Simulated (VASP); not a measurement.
Crystal: FeGe.

```xyz
8
Lattice="4.7000 0.0000 0.0000 0.0000 4.7000 0.0000 0.0000 0.0000 4.7000" Properties=species:S:1:pos:R:3 pbc="T T T"
Fe    0.6392    0.6392    0.6392
Fe    2.9892    1.7108    4.0608
Fe    4.0608    2.9892    1.7108
Fe    1.7108    4.0608    2.9892
Ge    3.9621    3.9621    3.9621
Ge    1.6121    3.0879    0.7379
Ge    0.7379    1.6121    3.0879
Ge    3.0879    0.7379    1.6121
```

| Item | Value |
| --- | --- |
| Program | VASP 6.6.1 |
| Task | relaxation of volume and atoms at fixed shape |
| Functional | PBEsol |
| Potentials or basis | VASP PAW PBE potentials, release 64 (Fe, Ge_d) |
| Cutoff | 600 eV |
| k mesh | 8 × 8 × 8 |
| Occupations | gaussian, width 0.05 eV |
| Spin | no spin polarisation |

At the start: pressure -14.0 GPa; volume 12.98 Å³/atom.

Task: Where does the relaxation end?

Result: Over 12 steps the energy falls by 51.1 meV/atom and the volume is 12.02 Å³/atom (-7.4 %); space group P2_13 (No. 198, to 0.1 Å) before and after.

The path:
| step | energy change (eV) | largest force (eV/Å) | pressure (GPa) | volume (Å³) |
| --- | --- | --- | --- | --- |
| 1 | 0.0000 | 0.4978 | -13.97 | 103.82 |
| 2 | 0.1677 | 0.5320 | 23.87 | 87.74 |
| 3 | -0.3918 | 0.3486 | 0.01 | 95.97 |
| 4 | -0.3920 | 0.3427 | 0.34 | 95.82 |
| 5 | -0.4061 | 0.1197 | 0.26 | 95.91 |
| 6 | -0.4081 | 0.0458 | 0.21 | 95.96 |
| 7 | -0.4085 | 0.0337 | -0.14 | 96.18 |
| 8 | -0.4085 | 0.0302 | -0.29 | 96.24 |
| 9 | -0.4085 | 0.0321 | -0.12 | 96.21 |
| 10 | -0.4085 | 0.0311 | -0.34 | 96.23 |
| 11 | -0.4085 | 0.0317 | -0.22 | 96.22 |
| 12 | -0.4087 | 0.0053 | -0.08 | 96.17 |

Final structure:
```yaml
crystal:
  lattice:
    - [4.58159, 0.00000, 0.00000]
    - [0.00000, 4.58159, 0.00000]
    - [0.00000, 0.00000, 4.58159]
  atoms:
    - { symbol: Fe, position: [0.13457, 0.13457, 0.13457] }
    - { symbol: Fe, position: [0.63457, 0.36543, 0.86543] }
    - { symbol: Fe, position: [0.86543, 0.63457, 0.36543] }
    - { symbol: Fe, position: [0.36543, 0.86543, 0.63457] }
    - { symbol: Ge, position: [0.83864, 0.83864, 0.83864] }
    - { symbol: Ge, position: [0.33864, 0.66136, 0.16136] }
    - { symbol: Ge, position: [0.16136, 0.33864, 0.66136] }
    - { symbol: Ge, position: [0.66136, 0.16136, 0.33864] }
```

Caveat: the PAW data sets were made with another functional, which shifts forces and pressure a little.
